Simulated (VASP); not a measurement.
# BiTe (Immm) in VASP: a series of runs, part 2 of 2

VASP 6.6.1.

### 4 Single point, PBEsol (strain +0.0075 x Voigt [0, 0, 0, 1, 0, 0])

Contents of INCAR:

```
SYSTEM = BiTe
ALGO = Normal ; EDIFF = 1E-6
ENCUT = 500 ; GGA = PS
GGA_COMPAT = .FALSE. ; ISIF = 2
ISMEAR = 0 ; LASPH = .TRUE.
LCHARG = .TRUE. ; LELF = .TRUE.
LREAL = .FALSE. ; LVHAR = .TRUE.
LWAVE = .FALSE. ; NBANDS = 18
NELM = 120 ; PREC = Accurate
SIGMA = 0.15
```

Contents of KPOINTS:

```
k-points
0
G
  14 14 14
  0 0 0
```

Contents of POSCAR:

```
BiTe
1.0
    0.0000000000      3.2471312500      3.2471312500
    3.2350000000      0.0121312500      3.2350000000
    3.2350000000      3.2350000000      0.0121312500
Bi Te
1 1
Direct
    0.0000000000      0.0000000000      0.0000000000
    0.5000000000      0.5000000000      0.5000000000
```

Potentials or basis: VASP PAW PBE potentials, release 64 (Bi_d, Te).

Run with:

```
$ cat potpaw_PBE.64/Bi_d/POTCAR potpaw_PBE.64/Te/POTCAR > POTCAR
$ mpirun -np 1 vasp_std > vasp.out
```

OUTCAR:

```text
SYSTEM = BiTe
   EDIFF = 1E-6
   ENCUT = 500
   GGA = PS
   ISIF = 2
   ISMEAR = 0
   LASPH = .TRUE.
   LREAL = .FALSE.
   NELM = 120
   PREC = Accurate

 ion  position               nearest neighbor table
   1  0.000  0.000  0.000-   2 3.23   2 3.23   2 3.24   2 3.24   2 3.24   2 3.24
   2  0.500  0.500  0.500-   1 3.23   1 3.23   1 3.24   1 3.24   1 3.24   1 3.24

  LATTYP: Found a body centered orthorhombic cell.
 ALAT       =     4.5578246960
 B/A-ratio  =     1.0075282309
 C/A-ratio  =     1.4195368255

  Lattice vectors:

 A1 = (  -3.2350000000,   3.2350000000,   0.0121312500)
 A2 = (  -3.2350000000,  -3.2350000000,  -0.0121312500)
 A3 = (   3.2350000000,   0.0121312500,   3.2350000000)

Analysis of symmetry for initial positions (statically):
=====================================================================
 Subroutine PRICEL returns:
 Original cell was already a primitive cell.

 Routine SETGRP: Setting up the symmetry group for a
 body centered orthorhombic supercell.

 Subroutine GETGRP returns: Found  8 space group operations
 (whereof  8 operations were pure point group operations)
 out of a pool of  8 trial point group operations.

The static configuration has the point symmetry D_2h.
[... 161 lines left out ...]

 E-fermi :   6.4911     XC(G=0):  -9.5936

 val. band max:        6.4899027453   @ k =   0.2857   0.1429  -0.0000
 cond. band min:       6.4945294902   @ k =   0.0714   0.5000  -0.0000
 fundamental gap:      0.0046267449
 Fermi energy:         6.4911075383

 k-point     1 :       0.0000    0.0000    0.0000
  band No.  band energies     occupation
      1     -16.5713      2.00000
      2     -16.5713      2.00000
      3     -16.5671      2.00000
      4     -16.5667      2.00000
      5     -16.5663      2.00000
      6      -7.0446      2.00000
[... 481 lines left out ...]
      5     -16.5653      2.00000
      6      -6.8776      2.00000
[... 10 lines left out ...]
     17      13.1104      0.00000
     18      13.5285      0.00000

 [... further k-points ...]

------------------------ aborting loop because EDIFF is reached ----------------------------------------

  FORCE on cell =-STRESS in cart. coord.  units (eV):
  Direction    XX          YY          ZZ          XY          YZ          ZX
  --------------------------------------------------------------------------------------
  -------------------------------------------------------------------------------------
  Total       -0.7300052     -0.7290384     -0.7290384     -0.0000000     -0.0017895      0.0000000
  in kB      -17.2738763    -17.2509981    -17.2509981     -0.0000000     -0.0423433      0.0000000
  external PRESSURE =     -17.2586242 kB  Pullay stress =       0.0000000 kB

 VOLUME and BASIS-vectors are now :
 -----------------------------------------------------------------------------
  energy-cutoff  :      500.00
  volume of cell :       67.71
      direct lattice vectors                 reciprocal lattice vectors
     0.000000000  3.247131250  3.247131250    -0.154559505  0.153982073  0.153982073
     3.235000000  0.012131250  3.235000000     0.154559505 -0.155141285  0.155141285
     3.235000000  3.235000000  0.012131250     0.154559505  0.155141285 -0.155141285

 POSITION                                       TOTAL-FORCE (eV/Angst)
 -----------------------------------------------------------------------------------
      0.00000      0.00000      0.00000         0.000000     -0.000000      0.000000
      3.23500      3.24713      3.24713        -0.000000      0.000000     -0.000000
 -----------------------------------------------------------------------------------
    total drift:                               -0.000000      0.000000      0.000000

  FREE ENERGIE OF THE ION-ELECTRON SYSTEM (eV)
  ---------------------------------------------------
  free  energy   TOTEN  =        -7.9822120860 eV

  energy  without entropy=       -7.9659931730  energy(sigma->0) =       -7.97410263
```

OSZICAR:

```text
N       E                     dE             d eps       ncg     rms          rms(c)
DAV:   1     0.155946601315E+03    0.15595E+03   -0.96618E+03 15440   0.109E+03
DAV:   2     0.359169343557E+01   -0.15235E+03   -0.14846E+03 16726   0.300E+02
DAV:   3    -0.768558559300E+01   -0.11277E+02   -0.11170E+02 18650   0.870E+01
DAV:   4    -0.799676412757E+01   -0.31118E+00   -0.31063E+00 18810   0.156E+01
DAV:   5    -0.801014752486E+01   -0.13383E-01   -0.13383E-01 21104   0.303E+00    0.659E+00
DAV:   6    -0.798187630252E+01    0.28271E-01   -0.84671E-02 22174   0.194E+00    0.408E+00
DAV:   7    -0.798271525056E+01   -0.83895E-03   -0.24242E-02 17798   0.909E-01    0.485E-01
DAV:   8    -0.798215831120E+01    0.55694E-03   -0.42155E-03 19704   0.468E-01    0.966E-02
DAV:   9    -0.798221353985E+01   -0.55229E-04   -0.38649E-04 17030   0.122E-01    0.368E-02
DAV:  10    -0.798221386585E+01   -0.32601E-06   -0.14606E-05 20684   0.214E-02    0.259E-02
DAV:  11    -0.798221270100E+01    0.11649E-05   -0.27279E-06 16136   0.893E-03    0.657E-03
DAV:  12    -0.798221208600E+01    0.61500E-06   -0.45162E-07  8934   0.604E-03
   1 F= -.79822121E+01 E0= -.79741026E+01  d E =-.162189E-01
```

Wall time 6.9 min (1 thread of Oxide Virtual Turin-like, shared host); peak memory 0.56 GiB.

Results:

```
Free energy            : -7.9822 eV
Pressure               : -1.7 GPa
Band gap on the k mesh : zero (an odd number of electrons rules out a gap without spin polarisation)
```

Caveat: the cell differs from its parent crystal (strain +0.0075 x Voigt [0, 0, 0, 1, 0, 0]); the PAW data sets were made with another functional, which shifts forces and pressure a little; spin-orbit coupling is left out, which moves the levels of the heavy elements; an odd number of electrons without spin polarisation forces a metal; a magnetic or distorted state may lie lower.

### 5 Single point, PBEsol (strain +0.0025 x Voigt [0, 0, 0, 1, 0, 0])

Contents of INCAR:

```
PREC     = Accurate       # precision mode
ENCUT    = 500            # plane-wave cutoff, eV
EDIFF    = 1E-6           # SCF threshold, eV
ISMEAR   = 0              # smearing method
SIGMA    = 0.15           # smearing width, eV
LREAL    = F              # projectors in reciprocal space
LASPH    = T              # aspherical terms in the spheres
NELM     = 120            # most SCF steps
ALGO     = Normal         # electronic algorithm
ISIF     = 2              # what is computed and relaxed
LWAVE    = F              # write WAVECAR
LCHARG   = T              # write CHGCAR
GGA      = PS             # functional
LELF     = T              # ELF
LVHAR    = T            
NBANDS   = 18             # bands
GGA_COMPAT= F
```

Contents of KPOINTS:

```
regular mesh
0
Gamma
  14 14 14
```

Contents of POSCAR:

```
BiTe
1.0
    0.0000000000      3.2390437500      3.2390437500
    3.2350000000      0.0040437500      3.2350000000
    3.2350000000      3.2350000000      0.0040437500
Bi Te
1 1
Direct
    0.0000000000      0.0000000000      0.0000000000
    0.5000000000      0.5000000000      0.5000000000
```

Run with:

```
$ cat potpaw_PBE.64/Bi_d/POTCAR potpaw_PBE.64/Te/POTCAR > POTCAR
$ mpirun -np 1 vasp_std > vasp.out
```

Wall time 7.3 min (1 thread of Oxide Virtual Turin-like, shared host); peak memory 0.56 GiB.

Results (log left out):

```
Free energy            : -7.9822 eV
Pressure               : -1.7 GPa
Band gap on the k mesh : zero (an odd number of electrons rules out a gap without spin polarisation)
```

Levels at points of the mesh, in eV from the Fermi level:
| k point | band 7 | band 8 | band 9 | band 10 | band 11 | band 12 | band 13 | band 14 |
| --- | --- | --- | --- | --- | --- | --- | --- | --- |
| (0.00, 0.00, 0.00) | -8.14 | -2.54 | -2.53 | -2.52 | 2.14 | 2.15 | 2.15 | 4.62 |
| (0.50, 0.00, 0.00) | -11.27 | -1.90 | -1.90 | -1.60 | -0.86 | -0.63 | -0.63 | 7.23 |
| (0.00, 0.50, 0.00) | -11.26 | -1.91 | -1.90 | -1.61 | -0.87 | -0.64 | -0.64 | 7.24 |
| (0.50, 0.50, 0.00) | -9.96 | -5.68 | -4.01 | -4.01 | 2.17 | 3.59 | 3.59 | 4.95 |
| (0.00, 0.50, 0.50) | -9.96 | -5.68 | -4.03 | -4.00 | 2.17 | 3.58 | 3.59 | 4.95 |

Caveat: the cell differs from its parent crystal (strain +0.0025 x Voigt [0, 0, 0, 1, 0, 0]); the PAW data sets were made with another functional, which shifts forces and pressure a little; spin-orbit coupling is left out, which moves the levels of the heavy elements; an odd number of electrons without spin polarisation forces a metal; a magnetic or distorted state may lie lower.

### 6 Summary

```tsv
cell	gap on the mesh (eV)	pressure (GPa)
a = 4.615, b = 4.575, c = 4.575 Å, angles 59.4, 59.7, 59.7°, 2 atoms	none	-1.7
a = 4.604, b = 4.575, c = 4.575 Å, angles 59.6, 59.8, 59.8°, 2 atoms	none	-1.7
a = 4.592, b = 4.575, c = 4.575 Å, angles 59.8, 59.9, 59.9°, 2 atoms	none	-1.7
a = 4.581, b = 4.575, c = 4.575 Å, angles 59.9°, 2 atoms	none	-1.7
```

Alike in all rows: task single point; level PBEsol; potentials or basis VASP PAW PBE potentials, release 64 (Bi_d, Te); no spin polarisation; k mesh 14 × 14 × 14; cutoff (eV) 500; smearing gaussian 0.15 eV.

Caveats: the PAW data sets were made with another functional, which shifts forces and pressure a little; spin-orbit coupling is left out, which moves the levels of the heavy elements; an odd number of electrons without spin polarisation forces a metal; a magnetic or distorted state may lie lower.

Total energies depend on the potentials used, so only differences within one code and one set of settings carry meaning.
